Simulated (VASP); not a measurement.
Ga4Sb3P: single point with PBE

Ga4Sb3P:

```
CELL_PARAMETERS angstrom
5.96131 0.00000 0.00000
0.00000 5.96131 0.00000
0.00000 0.00000 5.96131
ATOMIC_POSITIONS crystal
P 0.00000 0.00000 0.00000
Ga 0.76372 0.76372 0.76372
Ga 0.23628 0.23628 0.76372
Ga 0.23628 0.76372 0.23628
Ga 0.76372 0.23628 0.23628
Sb 0.50000 0.50000 0.00000
Sb 0.50000 0.00000 0.50000
Sb 0.00000 0.50000 0.50000
```

```
Program                : VASP 6.6.1
Task                   : single point
Functional             : PBE
Potentials or basis    : VASP PAW PBE potentials, release 64 (P, Ga_d, Sb)
Cutoff                 : 520 eV
k mesh                 : 4 × 4 × 4
Occupations            : fermi-dirac, width 0.02 eV
Spin                   : no spin polarisation
Dipole correction      : no
Further INCAR settings : ALGO = Normal; EDIFF = 1e-07; NBANDS = 46
```

* Pressure: 2.1 GPa
* Largest force: 0.064 eV/Å
* Band gap on the k mesh: zero (bands 36 and 37 overlap by 0.04 eV)

Forces on the atoms (eV/Å):
```
P    0.000  0.000  0.000
Ga   0.037  0.037  0.037
Ga  -0.037 -0.037  0.037
Ga  -0.037  0.037 -0.037
Ga   0.037 -0.037 -0.037
Sb   0.000  0.000  0.000
Sb   0.000  0.000  0.000
Sb   0.000  0.000  0.000
```

Levels at points of the mesh, in eV from the Fermi level:
| k point | band 34 | band 35 | band 36 | band 37 | band 38 | band 39 |
| --- | --- | --- | --- | --- | --- | --- |
| (0.00, 0.00, 0.00) | -0.01 | -0.01 | -0.01 | 0.07 | 0.96 | 0.96 |
| (0.50, 0.00, 0.00) | -2.04 | -1.41 | -1.41 | 1.13 | 1.52 | 2.63 |
| (0.50, 0.50, 0.00) | -1.65 | -1.13 | -0.77 | 1.73 | 1.77 | 2.47 |
| (0.50, 0.50, 0.50) | -0.98 | -0.71 | -0.71 | -0.06 | 0.74 | 0.74 |

It took 3.2 min on 1 thread of Intel Xeon 8259CL (shared host), peak memory 0.36 GiB.

Caveat: semilocal functionals underestimate gaps, so a narrow gap can read as zero; spin-orbit coupling is left out, which moves the levels of the heavy elements.
